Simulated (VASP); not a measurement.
# Eu (P6_3/mmc) in VASP: single point with PBE

Aim: the single point of Eu with PBE.

Everything below comes from runs of VASP 6.6.1. Logs are shortened: lines on timing, memory, paths and dates and some standing lists are left out, and cuts for length are marked.

**1. The cell of the first run**

The structure is hexagonal, space group P6_3/mmc (No. 194). Conventional cell: a = 3.602 Å, b = 3.602 Å, c = 5.814 Å, α = 90.00°, β = 90.00°, γ = 120.00°. Eu (site symmetry -6m2) has 12 Eu at 3.57 to 3.60 Å within 4.7 Å.

This isn't the form of Eu at room conditions, which is bcc.

**2. Single point, PBE, collinear spin, ferromagnetic start**

Contents of INCAR:

```
SYSTEM = Eu
PREC = Accurate
ENCUT = 520
EDIFF = 1E-6
ISMEAR = -1
SIGMA = 0.1
LREAL = .False.
LASPH = .True.
NELM = 150
ALGO = Normal
ISIF = 2
LWAVE = .False.
LCHARG = .False.
ISPIN = 2
MAGMOM = 7 7
LORBIT = 11
LMAXMIX = 6
GGA = PE
NBANDS = 28
```

Contents of KPOINTS:

```
regular mesh
0
Gamma
  12 12 7
  0 0 0
```

Contents of POSCAR:

```
Eu
1.0
    3.6021715202      0.0000000000      0.0000000000
   -1.8010857601      3.1195720453      0.0000000000
    0.0000000000      0.0000000000      5.8138462735
Eu
2
Direct
    0.3333333333      0.6666666667      0.2500000000
    0.6666666667      0.3333333333      0.7500000000
```

Potentials or basis: VASP PAW PBE potentials, release 64 (Eu).

The run is started by

```
cat potpaw_PBE.64/Eu/POTCAR > POTCAR
mpirun -np 1 vasp_std > vasp.out
```

OUTCAR:

```text
SYSTEM = Eu
   PREC = Accurate
   ENCUT = 520
   EDIFF = 1E-6
   ISMEAR = -1
   LREAL = .False.
   LASPH = .True.
   NELM = 150
   ISIF = 2
   ISPIN = 2
   LORBIT = 11
   GGA = PE

 ion  position               nearest neighbor table
   1  0.333  0.667  0.250-
   2  0.667  0.333  0.750-

  LATTYP: Found a hexagonal cell.
 ALAT       =     3.6021715202
 C/A-ratio  =     1.6139837431

  Lattice vectors:

 A1 = (   3.6021715202,   0.0000000000,   0.0000000000)
 A2 = (  -1.8010857601,   3.1195720453,   0.0000000000)
 A3 = (   0.0000000000,   0.0000000000,   5.8138462735)

Analysis of symmetry for initial positions (statically):
=====================================================================
 Subroutine PRICEL returns:
 Original cell was already a primitive cell.

 Routine SETGRP: Setting up the symmetry group for a
 hexagonal supercell.

 Subroutine GETGRP returns: Found 24 space group operations
 (whereof 12 operations were pure point group operations)
 out of a pool of 24 trial point group operations.

The static configuration has the point symmetry D_3d.
 The point group associated with its full space group is D_6h.

Analysis of symmetry for dynamics (positions and initial velocities):
=====================================================================
 Subroutine PRICEL returns:
 Original cell was already a primitive cell.

 Routine SETGRP: Setting up the symmetry group for a
 hexagonal supercell.

 Subroutine GETGRP returns: Found 24 space group operations
 (whereof 12 operations were pure point group operations)
 out of a pool of 24 trial point group operations.

The dynamic configuration has the point symmetry D_3d.
 The point group associated with its full space group is D_6h.

Analysis of structural, dynamic, and magnetic symmetry:
=====================================================================
 Subroutine PRICEL returns:
 Original cell was already a primitive cell.

 Routine SETGRP: Setting up the symmetry group for a
 hexagonal supercell.

 Subroutine GETGRP returns: Found 24 space group operations
 (whereof 12 operations were pure point group operations)
 out of a pool of 24 trial point group operations.

The overall configuration has the point symmetry D_3d.
 The point group associated with its full space group is D_6h.

 Subroutine INISYM returns: Found 24 space group operations
 (whereof 12 operations are pure point group operations),
 and found     1 'primitive' translations

----------------------------------------------------------------------------------------

                                     Primitive cell

  volume of cell :      65.3315

  direct lattice vectors                    reciprocal lattice vectors
     3.602171520  0.000000000  0.000000000     0.277610323  0.160278395  0.000000000
    -1.801085760  3.119572045  0.000000000     0.000000000  0.320556790  0.000000000
     0.000000000  0.000000000  5.813846274     0.000000000  0.000000000  0.172003172

  length of vectors
     3.602171520  3.602171520  5.813846274     0.320556790  0.320556790  0.172003172

  position of ions in fractional coordinates (direct lattice)
     0.333333333  0.666666667  0.250000000
     0.666666667  0.333333333  0.750000000

  ion indices of the primitive-cell ions
   primitive index   ion index
                 1           1
                 2           2

----------------------------------------------------------------------------------------

 KPOINTS: regular mesh

Automatic generation of k-mesh.
 Grid dimensions read from file:
 generate k-points for:   12   12    7

 Generating k-lattice:

  Cartesian coordinates                     Fractional coordinates (reciprocal lattice)
     0.023134194  0.013356533  0.000000000     0.083333333 -0.000000000  0.000000000
     0.000000000  0.026713066  0.000000000     0.000000000  0.083333333  0.000000000
     0.000000000  0.000000000  0.024571882     0.000000000  0.000000000  0.142857143

  Length of vectors
     0.026713066  0.026713066  0.024571882

  Shift w.r.t. Gamma in fractional coordinates (k-lattice)
     0.000000000  0.000000000  0.000000000

 Subroutine IBZKPT returns following result:
 ===========================================

 Found     76 irreducible k-points:

 Following reciprocal coordinates:
            Coordinates               Weight
  0.000000  0.000000  0.000000      1.000000
  0.083333  0.000000  0.000000      6.000000
  0.166667  0.000000  0.000000      6.000000
  0.250000  0.000000  0.000000      6.000000
  0.333333  0.000000  0.000000      6.000000
  0.416667  0.000000  0.000000      6.000000
[... 16 lines left out ...]
  0.250000  0.000000  0.142857     12.000000
  0.333333  0.000000  0.142857     12.000000
 [... further k-points ...]
   k-points           NKPTS =     76   k-points in BZ     NKDIM =     76   number of bands    NBANDS=     28
   number of dos      NEDOS =    301   number of ions     NIONS =      2
   total plane-waves  NPLWV =  37632
   dimension x,y,z NGX =    28 NGY =   28 NGZ =   48
   dimension x,y,z NGXF=    56 NGYF=   56 NGZF=   96
   ions per type =               2
   NGX,Y,Z   is equivalent  to a cutoff of  12.92, 12.92, 13.73 a.u.
   NGXF,Y,Z  is equivalent  to a cutoff of  25.84, 25.84, 27.45 a.u.
 SYSTEM =  Eu
   PREC   = accura    normal or accurate (medium, high low for compatibility)
   ISTART =      0    job   : 0-new  1-cont  2-samecut
   ICHARG =      2    charge: 1-file 2-atom 10-const
   ISPIN  =      2    spin polarized calculation?
   LNONCOLLINEAR =      F non collinear calculations
   LSORBIT =      F    spin-orbit coupling
   LASPH  =      T    aspherical Exc in radial PAW
   ENCUT  =  520.0 eV  38.22 Ry    6.18 a.u.   6.70  6.70 10.81*2*pi/ulx,y,z
   NELM   =    150;   NELMIN=  2; NELMDL= -5     # of ELM steps
   EDIFF  = 0.1E-05   stopping-criterion for ELM
   LREAL  =      F    real-space projection
[... 7 lines left out ...]
   TEBEG  =    0.0;   TEEND  =   0.0 temperature during run
   PSTRESS=    0.0 pullay stress
   NELECT =      34.0000    total number of electrons
   NUPDOWN=      -1.0000    fix difference up-down
   EMIN   =  10.00;   EMAX   =-10.00  energy-range for DOS
   EFERMI =   0.00;   METHOD = LEGACY
   ISMEAR =    -1;   SIGMA  =   0.10  broadening in eV -4-tet -1-fermi 0-gaus
   EFERMI_NEDOS =   21; number of points for ismear=-14 and -15
   IALGO  =     38    algorithm
   IMIX   =      4    mixing-type and parameters
     AMIX     =   0.40;   BMIX     =  1.00
     AMIX_MAG =   1.60;   BMIX_MAG =  1.00
  volume/ion in A,a.u.               =      32.67       220.44
  Fermi-wavevector in a.u.,A,eV,Ry     =   1.316821  2.488431 23.592749  1.734018
  Thomas-Fermi vector in A             =   2.446906
   LORBIT       =     11    0 simple, 1 ext, 2 COOP (PROOUT), +10 PAW based schemes
   GGA     = PE    functional components
   LHFCALC =     F    Hartree Fock is set to
   AEXX    =    0.0000 exact exchange contribution
   IVDW    =     0    specifies the selected vdW correction
   LEPSILON=     F    determine dielectric tensor
   LRPA    =     F    only Hartree local field effects (RPA)
 spin polarized calculation
  energy-cutoff  :      520.00
  volume of cell :       65.33
 maximum number of plane-waves:      1785
 NGX is ok and might be reduce to    28
   NGX = 13   NGY = 13   NGZ = 21

 number of electron      34.0000005 magnetization      14.7325104

 Free energy of the ion-electron system (eV)
  ---------------------------------------------------
  ext. energy  EPLUGINS =         0.00000000
  ---------------------------------------------------
  free energy    TOTEN  =       -22.73936539 eV

  energy without entropy =      -22.58898546  energy(sigma->0) =      -22.66417542

 E-fermi :   3.0973     XC(G=0):  -9.9006

 val. band max:        3.0920236833   @ k =   0.3333   0.1667   0.0000
 cond. band min:       3.1015286552   @ k =   0.3333   0.3333   0.4286
 fundamental gap:      0.0095049719
 Fermi energy:         3.0973053118

 spin component 1

 k-point     1 :       0.0000    0.0000    0.0000
  band No.  band energies     occupation
      1     -38.4048      1.00000
      2     -38.3037      1.00000
      3     -17.6686      1.00000
      4     -16.8177      1.00000
      5     -16.8177      1.00000
      6     -16.6847      1.00000
[... 20 lines left out ...]
     27       5.0422      0.00000
     28       5.1248      0.00000

 k-point     2 :       0.0833    0.0000    0.0000
  band No.  band energies     occupation
      1     -38.3992      1.00000
      2     -38.3011      1.00000
      3     -17.6473      1.00000
      4     -16.8682      1.00000
      5     -16.8337      1.00000
      6     -16.7375      1.00000
[... 674 lines left out ...]
 k-point    24 :       0.3333    0.0000    0.1429
  band No.  band energies     occupation
      1     -38.3350      1.00000
      2     -38.2824      1.00000
      3     -17.4604      1.00000
      4     -17.2955      1.00000
      5     -17.2257      1.00000
      6     -16.9719      1.00000
[... 20 lines left out ...]
     27       4.7229      0.00000
     28       5.2023      0.00000

 [... further k-points ...]

 spin component 2

 k-point     1 :       0.0000    0.0000    0.0000
  band No.  band energies     occupation
      1     -35.2990      1.00000
      2     -35.1739      1.00000
      3     -15.4764      1.00000
      4     -14.4701      1.00000
      5     -14.4701      1.00000
      6     -14.3162      1.00000
[... 20 lines left out ...]
     27       7.6744      0.00000
     28       7.6882      0.00000

 k-point     2 :       0.0833    0.0000    0.0000
  band No.  band energies     occupation
      1     -35.2921      1.00000
      2     -35.1708      1.00000
      3     -15.4513      1.00000
      4     -14.5312      1.00000
      5     -14.4893      1.00000
      6     -14.3803      1.00000
[... 674 lines left out ...]
 k-point    24 :       0.3333    0.0000    0.1429
  band No.  band energies     occupation
      1     -35.2123      1.00000
      2     -35.1473      1.00000
      3     -15.2343      1.00000
      4     -15.0446      1.00000
      5     -14.9563      1.00000
      6     -14.6548      1.00000
[... 20 lines left out ...]
     27       7.6116      0.00000
     28       7.7183      0.00000

 [... further k-points ...]
[... 5 lines left out ...]
  --------------------------------------------------------------------------------------
  -------------------------------------------------------------------------------------
  Total        2.0746120      2.0746120      2.0749468      0.0000000      0.0000000      0.0000000
  in kB       50.8773544     50.8773544     50.8855648      0.0000000      0.0000000      0.0000000
  external PRESSURE =      50.8800912 kB  Pullay stress =       0.0000000 kB

 VOLUME and BASIS-vectors are now :
 -----------------------------------------------------------------------------
  energy-cutoff  :      520.00
  volume of cell :       65.33
      direct lattice vectors                 reciprocal lattice vectors
     3.602171520  0.000000000  0.000000000     0.277610323  0.160278395  0.000000000
    -1.801085760  3.119572045  0.000000000     0.000000000  0.320556790  0.000000000
     0.000000000  0.000000000  5.813846274     0.000000000  0.000000000  0.172003172

 POSITION                                       TOTAL-FORCE (eV/Angst)
 -----------------------------------------------------------------------------------
     -0.00000      2.07971      1.45346         0.000000     -0.000000      0.000000
      1.80109      1.03986      4.36038         0.000000      0.000000      0.000000
 -----------------------------------------------------------------------------------
    total drift:                               -0.000000      0.000000     -0.000000

  FREE ENERGIE OF THE ION-ELECTRON SYSTEM (eV)
  ---------------------------------------------------
  free  energy   TOTEN  =       -22.7393653857 eV

  energy  without entropy=      -22.5889854574  energy(sigma->0) =      -22.66417542

 total charge

# of ion       s       p       d       f       tot
--------------------------------------------------
    1        2.098   5.687   0.460   6.551  14.796
    2        2.098   5.687   0.460   6.551  14.796
--------------------------------------------------
tot          4.197  11.375   0.919  13.101  29.593

 magnetization (x)

# of ion       s       p       d       f       tot
--------------------------------------------------
    1        0.004  -0.077   0.214   6.544   6.685
    2        0.004  -0.077   0.214   6.544   6.685
--------------------------------------------------
tot          0.008  -0.155   0.428  13.088  13.369
```

It took 8.8 min on 1 thread of AMD EPYC 7R43 (Zen 3), shared host; peak memory 0.33 GiB.

What came out:

```
Free energy                                           : -22.7394 eV
Pressure                                              : 5.1 GPa
Net moment                                            : 14.73 μB per cell
Site moments                                          : Eu +6.68 μB
Valence electrons inside the program's atomic spheres : Eu 14.80
```

Levels at points of the mesh, in eV from the Fermi level:
Spin up:
| k point | band 21 | band 22 | band 23 | band 24 | band 25 | band 26 | band 27 | band 28 |
| --- | --- | --- | --- | --- | --- | --- | --- | --- |
| (0.00, 0.00, 0.00) | -0.45 | -0.45 | -0.39 | -0.38 | 1.61 | 1.94 | 1.94 | 2.03 |
| (0.50, 0.00, 0.00) | -0.42 | -0.41 | -0.40 | -0.39 | -0.33 | 0.61 | 1.67 | 1.69 |
Spin down:
```csv
k point,band 7,band 8,band 9,band 10,band 11,band 12,band 13,band 14
"(0.00, 0.00, 0.00)",-17.41,-17.40,-3.61,-1.00,2.54,2.96,2.96,2.97
"(0.50, 0.00, 0.00)",-17.68,-17.55,-0.49,-0.49,-0.12,1.73,2.67,2.80
```

Caveat: the cell stands under pressure; spin-orbit coupling is left out, which moves the levels of the heavy elements; semilocal functionals describe open f shells poorly, which spoils levels, moments and volumes.
